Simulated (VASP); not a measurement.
Input of a VASP 6.6.1 run:

POSCAR

```
Al
1.0
    0.0000000000      1.9834708509      1.9834708509
    1.9834708509      0.0000000000      1.9834708509
    1.9834708509      1.9834708509      0.0000000000
Al
1
Direct
    0.0000000000      0.0000000000      0.0000000000
```

INCAR.step1

```
SYSTEM = Al
PREC     = Accurate       ! precision mode
ENCUT    = 520            ! plane-wave cutoff, eV
EDIFF    = 1E-5           ! SCF threshold, eV
ISMEAR   = -1             ! smearing method
SIGMA    = 0.05           ! smearing width, eV
LREAL    = .FALSE.        ! projectors in reciprocal space
LASPH    = .TRUE.         ! aspherical terms in the spheres
NELM     = 100            ! most SCF steps
ALGO     = Normal         ! electronic algorithm
ISIF     = 2              ! what is computed and relaxed
LWAVE    = .TRUE.         ! write WAVECAR
LCHARG   = .FALSE.        ! write CHGCAR
NBANDS   = 8              ! bands
GGA      = PE             ! functional
```

The input INCAR.step2:

```
SYSTEM = Al
PREC     = Accurate       ! precision mode
ENCUT    = 520            ! plane-wave cutoff, eV
EDIFF    = 1E-6           ! SCF threshold, eV
ISMEAR   = -1             ! smearing method
SIGMA    = 0.05           ! smearing width, eV
LREAL    = .FALSE.        ! projectors in reciprocal space
LASPH    = .TRUE.         ! aspherical terms in the spheres
NELM     = 100            ! most SCF steps
ALGO     = Normal         ! electronic algorithm
ISIF     = 2              ! what is computed and relaxed
LWAVE    = .FALSE.        ! write WAVECAR
LCHARG   = .FALSE.        ! write CHGCAR
METAGGA  = R2SCAN         ! meta-GGA
LHFCALC  = .TRUE.         ! exact exchange
AEXX     = 0.25           ! exact-exchange fraction
LMIXTAU  = .TRUE.       
PRECFOCK = Normal       
NBANDS   = 8              ! bands
ISTART   = 1
```

Contents of KPOINTS:

```
regular mesh
0
G
  6 6 6
  0 0 0
```

Potentials or basis: VASP PAW PBE potentials, release 64 (Al).

Launch:

```sh
$ cat potpaw_PBE.64/Al/POTCAR > POTCAR
$ cp INCAR.step1 INCAR
$ mpirun -np 1 vasp_std > vasp.out
$ cp INCAR.step2 INCAR
$ mpirun -np 1 vasp_std > vasp.out
```

(1) What does it give for the pressure?

## Answers

(1) 1.9 GPa.

Caveat: the k points lie up to 0.46 Å⁻¹ apart; the PAW data sets were made with another functional, which shifts forces and pressure a little.
